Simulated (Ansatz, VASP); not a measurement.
Two plane-wave programs on B3Sb2P

```
B Sb P
1.0
    -1.46531    1.46531   10.32696
     1.46531   -1.46531   10.32696
     1.46531    1.46531  -10.32696
B Sb P
3 2 1
Direct
  0.75000 0.25000 0.50000
  0.25000 0.75000 0.50000
  0.50000 0.50000 0.00000
  0.63058 0.63058 0.00000
  0.36942 0.36942 0.00000
  0.00000 0.00000 0.00000
```

Alike in both runs: functional PBE; k mesh 6 × 6 × 6; occupations gaussian, width 0.1 eV; no spin polarisation.

Ansatz relaxed the structure, and its values are those at the end. VASP's run is a single point on that final structure, the one shown.

```csv
,VASP,Ansatz
version,VASP 6.6.1,Ansatz 0.2.0
potentials or method,"VASP PAW PBE potentials, release 64 (B, Sb, P), cutoff 520 eV","scalar-relativistic, plane waves, PAW"
valence electrons in the cell,24,44
```

```csv
,VASP,Ansatz,Ansatz less VASP
gap on the k mesh at the Fermi level (eV),none,none,-
pressure (GPa),-0.2,-0.1,+0.11
rms of the force components (eV/Å),0.004,0.004,0.0000
```

A gap of «none» marks a metal or a gap that the smearing closes. The functional is the same, so the differences come from potentials, cutoffs and numerics. VASP's potentials hold 24 valence electrons a cell and Ansatz's 44, so a difference there can come from the potentials and not from the codes.

The k mesh is coarse, so the values compare programs but aren't converged. Spin-orbit coupling is off throughout.
